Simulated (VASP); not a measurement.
Write the native input for VASP 6.6.1 that does the following.

```
Task                   : single point
Functional             : PBEsol
Potentials or basis    : VASP PAW PBE potentials, release 64 (Sn_d, Si)
Cutoff                 : 500 eV
k mesh                 : 1 × 1 × 1, shifted
Occupations            : fermi-dirac, width 0.05 eV
Spin                   : no spin polarisation
Dipole correction      : no
Further INCAR settings : LREAL = Auto; ALGO = Normal; EDIFF = 1e-06; NBANDS = 486; ISYM = -1
```

The structure of Si3Sn lies in POSCAR:

```
Si3Sn
1.0
    0.0000000000     11.3973974568     11.3973974568
   11.3973974568      0.0000000000     11.3973974568
   11.3973974568     11.3973974568      0.0000000000
Sn Si
32 96
Direct
    0.9903060000      0.0115040000      0.0100850000
    0.0060830000      0.4985230000      0.9998220000
    0.0013710000      0.0018270000      0.4974950000
    0.2407600000      0.2569730000      0.2578550000
    0.4972010000      0.4931510000      0.9943670000
    0.7486110000      0.7443140000      0.2569520000
    0.7446080000      0.7606150000      0.7481120000
    0.5566400000      0.5691650000      0.0677670000
    0.0097490000      0.9904210000      0.7417020000
    0.4947980000      0.9996810000      0.7432040000
    0.3177800000      0.3198050000      0.0481760000
    0.0704240000      0.0737650000      0.8036730000
    0.5612090000      0.0676070000      0.8183160000
    0.0001800000      0.2538850000      0.9959060000
    0.0006990000      0.7405550000      0.9937230000
    0.9957510000      0.7465390000      0.5108660000
    0.3144350000      0.0491300000      0.3199910000
    0.0738320000      0.8076580000      0.0578460000
    0.3126130000      0.5668780000      0.3029350000
    0.5641860000      0.8184320000      0.0521080000
    0.5627850000      0.3113230000      0.5641100000
    0.8043580000      0.0740880000      0.8020250000
    0.8219070000      0.5527490000      0.8016600000
    0.2514390000      0.9996040000      0.9991380000
    0.7434390000      0.9994910000      0.0094930000
    0.7608100000      0.4919010000      0.0087500000
    0.9931990000      0.7375540000      0.2636620000
    0.2462980000      0.4869860000      0.5084340000
    0.4953890000      0.7495370000      0.2613250000
    0.5634360000      0.3094230000      0.3119980000
    0.0702450000      0.8247060000      0.3046410000
    0.3186350000      0.5684670000      0.5649130000
    0.4910560000      0.0106070000      0.0119700000
    0.4998140000      0.9984790000      0.4967420000
    0.7587500000      0.2436880000      0.2523800000
    0.9966910000      0.4933140000      0.5022500000
    0.2616500000      0.7588210000      0.2380370000
    0.2500360000      0.2489270000      0.7475100000
    0.5132400000      0.5053510000      0.4952620000
    0.7438480000      0.2670900000      0.7417520000
    0.2573820000      0.7446010000      0.7462840000
    0.0597760000      0.0645920000      0.0764130000
    0.5511620000      0.0670360000      0.0717880000
    0.0717200000      0.5505230000      0.0745410000
    0.0729180000      0.0723530000      0.5512170000
    0.3157860000      0.3142490000      0.3192890000
    0.5665720000      0.0610000000      0.5487860000
    0.8178630000      0.3097280000      0.3107660000
    0.0537740000      0.5516350000      0.5672220000
    0.2999260000      0.8210400000      0.3144010000
    0.3072700000      0.3123070000      0.8150730000
    0.5662520000      0.5652510000      0.5616090000
    0.7998600000      0.8231750000      0.3222890000
    0.8086950000      0.3153600000      0.8112970000
    0.3183570000      0.8084170000      0.8088520000
    0.8257740000      0.8123860000      0.8113550000
    0.9908220000      0.0165530000      0.2511530000
    0.2464700000      0.2461130000      0.9971910000
    0.5079600000      0.9988320000      0.2516740000
    0.7451250000      0.2516570000      0.0018600000
    0.9981360000      0.4928750000      0.2569180000
    0.2665130000      0.7429770000      0.9936540000
    0.2487720000      0.2459090000      0.5032030000
    0.5046270000      0.5028690000      0.2596460000
    0.7593290000      0.7486290000      0.9931210000
    0.7602050000      0.2458760000      0.4969920000
    0.0151170000      0.4938080000      0.7424330000
    0.2464210000      0.7641300000      0.4975310000
    0.4977620000      0.5019950000      0.7464910000
    0.7430350000      0.7510600000      0.5024670000
    0.0622710000      0.0706650000      0.3028790000
    0.5604280000      0.0625990000      0.3156500000
    0.8066680000      0.3002170000      0.0729980000
    0.0639410000      0.5428850000      0.3225290000
    0.3172340000      0.8067560000      0.0595310000
    0.3146270000      0.2931860000      0.5698280000
    0.5727760000      0.5544860000      0.3184370000
    0.8079260000      0.8066230000      0.0623320000
    0.8132300000      0.3150510000      0.5614680000
    0.0688440000      0.5626070000      0.8021930000
    0.3137660000      0.8130070000      0.5652740000
    0.5636170000      0.5655650000      0.7967770000
    0.8003540000      0.8246350000      0.5537660000
    0.2423470000      0.0009940000      0.2444490000
    0.5123550000      0.2463990000      0.9939410000
    0.7427680000      0.0071510000      0.2580200000
    0.9973250000      0.2535200000      0.5023900000
    0.2461950000      0.4943140000      0.2464140000
    0.4915780000      0.7593650000      0.9899760000
    0.2641770000      0.9949010000      0.7424870000
    0.4938600000      0.2383920000      0.5065060000
    0.7543750000      0.4951400000      0.2545400000
    0.7550820000      0.9928170000      0.7420140000
    0.2493590000      0.4966060000      0.7612720000
    0.4976990000      0.7519700000      0.5046480000
    0.7452120000      0.4963690000      0.7393320000
    0.0679020000      0.3056180000      0.0709340000
    0.5650430000      0.2992440000      0.0656290000
    0.8113550000      0.0653970000      0.3140770000
    0.0618270000      0.3137140000      0.5601700000
    0.3028600000      0.0700980000      0.8051840000
    0.8164430000      0.5491260000      0.3197910000
    0.0687330000      0.8077920000      0.5710010000
    0.3138500000      0.5641020000      0.8119830000
    0.5600340000      0.8141130000      0.5621850000
    0.0002730000      0.2505560000      0.2517110000
    0.2485070000      0.5133920000      0.9928250000
    0.2518500000      0.9942810000      0.5127350000
    0.4964750000      0.2438310000      0.2477280000
    0.7473580000      0.0053550000      0.4931640000
    0.9943940000      0.2677660000      0.7402810000
    0.4904340000      0.2625240000      0.7595040000
    0.7512430000      0.4982880000      0.4999030000
    0.0078870000      0.7434190000      0.7472480000
    0.5000820000      0.7473880000      0.7432070000
    0.3132450000      0.0670590000      0.0656940000
    0.7977840000      0.0722300000      0.0770820000
    0.0468470000      0.3147290000      0.3216760000
    0.3033300000      0.5631470000      0.0638120000
    0.3171300000      0.0610320000      0.5607820000
    0.8125720000      0.5684820000      0.0731380000
    0.8050800000      0.0630780000      0.5612780000
    0.0692750000      0.3165060000      0.7987950000
    0.5562100000      0.8195880000      0.3241590000
    0.5624820000      0.3198610000      0.8113590000
    0.8123590000      0.5620460000      0.5571280000
    0.0781450000      0.7958630000      0.8012340000
    0.5503660000      0.8061290000      0.8137410000
```

The input as run:

INCAR

```
SYSTEM = Si3Sn
  PREC = Accurate
  ENCUT = 500
  EDIFF = 1E-6
  ISMEAR = -1
  SIGMA = 0.05
  LREAL = Auto
  LASPH = .True.
  NELM = 120
  ALGO = Normal
  ISIF = 2
  LWAVE = .False.
  LCHARG = .False.
  GGA = PS
  NBANDS = 486
  GGA_COMPAT = .False.
  ISYM = -1
  KPAR = 1
```

KPOINTS

```
explicit points
1
Reciprocal
  0.50000000   0.50000000   0.50000000 1
```

Potentials or basis: VASP PAW PBE potentials, release 64 (Sn_d, Si).

Run with:

```sh
$ cat potpaw_PBE.64/Sn_d/POTCAR potpaw_PBE.64/Si/POTCAR > POTCAR
$ mpirun -np 4 vasp_std > vasp.out
```

Results of the run:

```json
{"Pressure": "0.0 GPa", "Largest force": "0.041 eV/Å"}
```

Caveat: the PAW data sets were made with another functional, which shifts forces and pressure a little.

Wall time 20 min on 4 MPI ranks on AMD EPYC 7R43 64-Core Processor (Zen 3), on a shared host, peak memory 1.2 GiB a rank.
